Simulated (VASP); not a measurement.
Crystal: GaN.

```
Ga N
1.0
     0.00000    2.28316    2.28316
     2.28316    0.00000    2.28316
     2.28316    2.28316    0.00000
Ga N
1 1
Cartesian
  0.0000 0.0000 0.0000
  1.1416 1.1416 1.1416
```

Base run:

```yaml
Program: VASP 6.6.1
Functional: RPBE
Potentials_or_basis: VASP PAW PBE potentials, release 64 (Ga_d, N)
Cutoff: 520 eV
k_mesh: 10 × 10 × 10
Occupations: fermi-dirac, width 0.05 eV
Spin: no spin polarisation
```

Its results: band gap on the k mesh 1.52 eV, direct; pressure 1.8 GPa.

**Question.** The run is repeated on the same cell with these changes: functional from RPBE to PBE. What comes out?

**Answer.** Band gap on the k mesh 1.47 eV, direct; pressure -1.8 GPa.

PBE binds more tightly than RPBE, so the same cell stands under less pressure.

Caveats: the PAW data sets were made with another functional, which shifts forces and pressure a little (some runs).

